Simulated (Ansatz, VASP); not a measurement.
**Gd: VASP beside Ansatz**

File INCAR:

```
ALGO = Normal
EDIFF = 1E-6
ENCUT = 520
GGA = RE
ISIF = 2
ISMEAR = -1
ISPIN = 2
LASPH = T
LCHARG = F
LMAXMIX = 6
LORBIT = 11
LREAL = F
LWAVE = F
MAGMOM = 7.394 7.394
NBANDS = 29
NELM = 150
PREC = Accurate
SIGMA = 0.05
```

The input KPOINTS:

```
k-points
0
Gamma
  13 13 7
```

POSCAR

```
Gd
1.0
    3.7878733383      0.0000000000      0.0000000000
   -1.8939366692      3.2803945373      0.0000000000
    0.0000000000      0.0000000000      6.0633885308
Gd
2
Direct
    0.3333333333      0.6666666667      0.2500000000
    0.6666666667      0.3333333333      0.7500000000
```

Input for Ansatz:

```yaml
crystal:
  lattice:
    - [3.7878733383, 0.0, 0.0]
    - [-1.8939366692, 3.2803945373, 0.0]
    - [0.0, 0.0, 6.0633885308]
  atoms:
    - { symbol: Gd, position: [0.3333333333, 0.6666666667, 0.25], spin: 7.394 }
    - { symbol: Gd, position: [0.6666666667, 0.3333333333, 0.75], spin: 7.394 }
hamiltonian:
  xc: revpbe
  pseudopotentials:
    kind: paw
    azcp:
      Gd: "pseudopotentials/Gd.paw.azcp"
basis:
  ecutwfc: 420
  fft_grid_basis: typed
kpoints:
  mp_grid: { grid: [13, 13, 7], shift: [0, 0, 0] }
magnetization:
  spin_polarized: true
scf:
  occupations: { method: fermi_dirac, width: 0.05 }
output:
  stress: true
```

Alike in both runs: task single point; functional revPBE; k mesh 13 × 13 × 7; occupations fermi-dirac, width 0.05 eV; collinear spin.

```csv
,VASP,Ansatz
version,VASP 6.6.1,Ansatz 0.2.0
potentials or method,"VASP PAW PBE potentials, release 64 (Gd), cutoff 520 eV","plane waves (420 eV) with PAW, scalar-relativistic"
valence electrons in the cell,36,36
```

VASP gave:

- pressure (GPa): -2.2
- traceless stress, the component that is largest in VASP (GPa): 0.09
- net moment per atom (μB): 7.72
- size of the moment on the site where the two differ most (μB): 6.99

Problem. Which values does Ansatz return?

Solution. Pressure (GPa): -2.1; traceless stress, the component that is largest in VASP (GPa): 0.08; net moment per atom (μB): 7.71; size of the moment on the site where the two differ most (μB): 7.40.

VASP's potentials were made for PBE, not for revPBE. Site moments also hang on the region over which each program counts them.

Spin-orbit coupling is off throughout.
